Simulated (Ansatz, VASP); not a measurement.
## SiC in VASP and in Ansatz

INCAR

```
ALGO = Normal
EDIFF = 1E-6
ENCUT = 520
GGA = PE
ISIF = 2
ISMEAR = 0
LASPH = True
LCHARG = False
LREAL = False
LWAVE = False
NBANDS = 26
NELM = 80
PREC = Accurate
SIGMA = 0.05
```

The input KPOINTS:

```
k-points
0
Gamma
  6 6 6
```

POSCAR

```
SiC
1.0
    4.3480000000      0.0000000000      0.0000000000
    0.0000000000     -4.3480000000      0.0000000000
    0.0000000000      0.0000000000     -4.3480000000
Si C
4 4
Direct
    0.0000000000      0.4517019319      0.5000000000
    0.5000000000      0.0000000000      0.5000000000
    0.5000000000      0.5000000000      0.0000000000
    0.0000000000      0.0000000000      0.0000000000
    0.7500000000      0.7500000000      0.7500000000
    0.2500000000      0.2500000000      0.7500000000
    0.2500000000      0.7500000000      0.2500000000
    0.7500000000      0.2500000000      0.2500000000
```

Input for Ansatz:

```yaml
crystal:
  lattice:
    - [4.348, 0.0, 0.0]
    - [0.0, -4.348, 0.0]
    - [0.0, 0.0, -4.348]
  atoms:
    - { symbol: Si, position: [0.0, 0.4517019319, 0.5] }
    - { symbol: Si, position: [0.5, 0.0, 0.5] }
    - { symbol: Si, position: [0.5, 0.5, 0.0] }
    - { symbol: Si, position: [0.0, 0.0, 0.0] }
    - { symbol: C, position: [0.75, 0.75, 0.75] }
    - { symbol: C, position: [0.25, 0.25, 0.75] }
    - { symbol: C, position: [0.25, 0.75, 0.25] }
    - { symbol: C, position: [0.75, 0.25, 0.25] }
basis:
  ecutwfc: 420
kpoints:
  mp_grid: { grid: [6, 6, 6] }
hamiltonian:
  xc: pbe
scf:
  occupations: { method: gaussian, width: 0.05 }
output:
  forces: true
  stress: true
  eigenvalues: true
```

Alike in both runs: task single point; functional PBE; k mesh 6 × 6 × 6; occupations gaussian, width 0.05 eV; no spin polarisation.

|  | VASP | Ansatz |
| --- | --- | --- |
| version | VASP 6.6.1 | Ansatz 0.2.0 |
| potentials or method | VASP PAW PBE potentials, release 64 (Si, C), cutoff 520 eV | scalar-relativistic, plane waves, PAW |
| valence electrons in the cell | 32 | 32 |

|  | VASP | Ansatz | Ansatz less VASP |
| --- | --- | --- | --- |
| gap on the k mesh at the Fermi level (eV) | 0.51 | 0.51 | +0.004 |
| least direct gap on the mesh (eV) | 0.51 | 0.51 | +0.004 |
| pressure (GPa) | 6.3 | 6.4 | +0.07 |
| traceless stress, the component that is largest in VASP (GPa) | -3.84 | -3.85 | -0.009 |
| rms of the force components (eV/Å) | 1.272 | 1.273 | +0.0012 |

Atom by atom the forces differ by 0.003 eV/Å (rms over components).
